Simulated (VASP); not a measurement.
# Hf3AlN4 (Pm-3m) in VASP: notebook, part 2 of 2

VASP 6.6.1.

**3. Relaxation of cell and atoms, PBE**

This run uses another cell than the first one, of 11.35 Å³/atom.

The input, INCAR:

```
PREC = Accurate ; ENCUT = 600
EDIFF = 1E-6 ; ISMEAR = 0
SIGMA = 0.1 ; LREAL = False
LASPH = True ; NELM = 80
ALGO = Normal ; ISIF = 3
LWAVE = False ; LCHARG = False
GGA = PE ; IBRION = 2
NSW = 100 ; EDIFFG = -0.01
```

The input, KPOINTS:

```
regular mesh
0
Gamma
  8 8 8
```

The input, POSCAR:

```
Hf3AlN4
1.0
    4.4943662626      0.0000000000      0.0000000000
    0.0000000000      4.4943662626      0.0000000000
    0.0000000000      0.0000000000      4.4943662626
Hf Al N
3 1 4
Direct
    0.5000000000      0.0000000000      0.5000000000
    0.0000000000      0.5000000000      0.5000000000
    0.5000000000      0.5000000000      0.0000000000
    0.0000000000      0.0000000000      0.0000000000
    0.5000000000      0.5000000000      0.5000000000
    0.0000000000      0.5000000000      0.0000000000
    0.5000000000      0.0000000000      0.0000000000
    0.0000000000      0.0000000000      0.5000000000
```

Potentials or basis: VASP PAW PBE potentials, release 64 (Hf_pv, Al, N).

Run with:

```
$ cat potpaw_PBE.64/Hf_pv/POTCAR potpaw_PBE.64/Al/POTCAR potpaw_PBE.64/N/POTCAR > POTCAR
$ mpirun -np 1 vasp_std > vasp.out
```

OUTCAR:

```text
PREC = Accurate
   ENCUT = 600
   EDIFF = 1E-6
   ISMEAR = 0
   LREAL = False
   LASPH = True
   NELM = 80
   ISIF = 3
   GGA = PE
   IBRION = 2
   NSW = 100
   EDIFFG = -0.01

 ion  position               nearest neighbor table
   1  0.500  0.000  0.500-   5 2.25   7 2.25   8 2.25   7 2.25   5 2.25   8 2.25   3 3.18   4 3.18
                             2 3.18   2 3.18   3 3.18   3 3.18   3 3.18   2 3.18   4 3.18   4 3.18
   2  0.000  0.500  0.500-   5 2.25   6 2.25   8 2.25   6 2.25   8 2.25   5 2.25   3 3.18   4 3.18
                             1 3.18   1 3.18   4 3.18   3 3.18   4 3.18   1 3.18   3 3.18   4 3.18
   3  0.500  0.500  0.000-   5 2.25   6 2.25   7 2.25   5 2.25   7 2.25   6 2.25   1 3.18   2 3.18
                             1 3.18   1 3.18   4 3.18   2 3.18   1 3.18   2 3.18   4 3.18   4 3.18
   4  0.000  0.000  0.000-   6 2.25   7 2.25   8 2.25   8 2.25   6 2.25   7 2.25   1 3.18   2 3.18
                             1 3.18   2 3.18   3 3.18   2 3.18   2 3.18   1 3.18   3 3.18   3 3.18
[... 290 lines left out ...]
  ext. energy  EPLUGINS =         0.00000000
  ---------------------------------------------------
  free energy    TOTEN  =       -78.26013752 eV

  energy without entropy =      -78.24299668  energy(sigma->0) =      -78.25156710

 E-fermi :   8.9892     XC(G=0): -12.3789

 val. band max:        8.9875902812   @ k =   0.3750   0.1250   0.1250
 cond. band min:       8.9949486416   @ k =   0.3750   0.1250   0.0000
 fundamental gap:      0.0073583604
 Fermi energy:         8.9891598226

 k-point     1 :       0.0000    0.0000    0.0000
  band No.  band energies     occupation
      1     -23.0724      2.00000
      2     -23.0724      2.00000
      3     -23.0724      2.00000
      4     -22.7215      2.00000
      5     -22.7215      2.00000
      6     -22.7215      2.00000
[... 805 lines left out ...]
     30      11.0848      0.00000
     31      11.6007      0.00000

 [... further k-points ...]
[... 5 lines left out ...]
  --------------------------------------------------------------------------------------
  -------------------------------------------------------------------------------------
  Total        0.0021618      0.0021618      0.0021618      0.0000000      0.0000000      0.0000000
  in kB        0.0383985      0.0383985      0.0383985      0.0000000      0.0000000      0.0000000
  external PRESSURE =       0.0383985 kB  Pullay stress =       0.0000000 kB
[... 23 lines left out ...]
  FREE ENERGIE OF THE ION-ELECTRON SYSTEM (eV)
  ---------------------------------------------------
  free  energy   TOTEN  =       -78.2601375185 eV

  energy  without entropy=      -78.2429966758  energy(sigma->0) =      -78.25156710

 reached required accuracy - stopping structural energy minimisation
```

OSZICAR:

```text
N       E                     dE             d eps       ncg     rms          rms(c)
DAV:   1     0.301103767704E+03    0.30110E+03   -0.31504E+04  2218   0.185E+03
DAV:   2    -0.666333789697E+02   -0.36774E+03   -0.36024E+03  2798   0.431E+02
DAV:   3    -0.886159176416E+02   -0.21983E+02   -0.21706E+02  2676   0.899E+01
[... 26 lines left out ...]
DAV:   4    -0.782601759097E+02    0.45770E-03   -0.12426E-03  2539   0.221E-01    0.289E-01
DAV:   5    -0.782601603112E+02    0.15598E-04   -0.22088E-04  2679   0.783E-02    0.711E-02
DAV:   6    -0.782601430676E+02    0.17244E-04   -0.23460E-05  2516   0.267E-02    0.171E-02
DAV:   7    -0.782601381121E+02    0.49555E-05   -0.47058E-05  2609   0.340E-02    0.194E-02
DAV:   8    -0.782601375185E+02    0.59362E-06   -0.30464E-06  1967   0.979E-03
   3 F= -.78260138E+02 E0= -.78251567E+02  d E =-.269356E-02
```

Run time: 4.9 min. Hardware: 1 thread of Intel Xeon 8259CL, shared host; peak memory 0.29 GiB.

Results:

| Property | Result |
| --- | --- |
| Free energy | -78.2601 eV |
| Relaxed volume | 11.28 Å³/atom |
| Relaxed cell | a = 4.485 Å, b = 4.485 Å, c = 4.485 Å, α = 90.00°, β = 90.00°, γ = 90.00° |
| Space group after relaxing (to 0.1 Å) | Pm-3m (No. 221) |
| Energy gained by relaxing | 0.3 meV/atom |
| Ionic steps | 3 |
| Pressure after relaxing | 0.0 GPa |
| Band gap on the k mesh | zero (an odd number of electrons rules out a gap without spin polarisation) |

Step by step:
```csv
step,energy change (eV),largest force (eV/Å),pressure (GPa),volume (Å³)
1,0.0000,0.0000,-1.47,90.78
2,0.0023,0.0000,2.05,89.42
3,-0.0027,0.0000,0.00,90.20
```

Final structure:
```
Hf Al N
1.0
     4.48476    0.00000    0.00000
     0.00000    4.48476    0.00000
     0.00000    0.00000    4.48476
Hf Al N
3 1 4
Direct
  0.50000 0.00000 0.50000
  0.00000 0.50000 0.50000
  0.50000 0.50000 0.00000
  0.00000 0.00000 0.00000
  0.50000 0.50000 0.50000
  0.00000 0.50000 0.00000
  0.50000 0.00000 0.00000
  0.00000 0.00000 0.50000
```

Levels at points of the mesh, in eV from the Fermi level:
```tsv
k point	band 23	band 24	band 25	band 26	band 27	band 28	band 29	band 30
(0.00, 0.00, 0.00)	-3.32	-3.32	-3.32	-3.13	-3.13	-3.13	-1.51	0.70
(0.50, 0.00, 0.00)	-4.17	-3.73	-3.73	-2.64	-0.71	1.10	1.10	1.52
(0.50, 0.50, 0.00)	-4.96	-4.96	-4.02	1.71	1.81	1.81	1.94	2.05
(0.50, 0.50, 0.50)	-6.22	-4.46	-4.46	1.98	1.98	1.98	2.66	3.31
```

Caveat: spin-orbit coupling is left out, which moves the levels of the heavy elements.
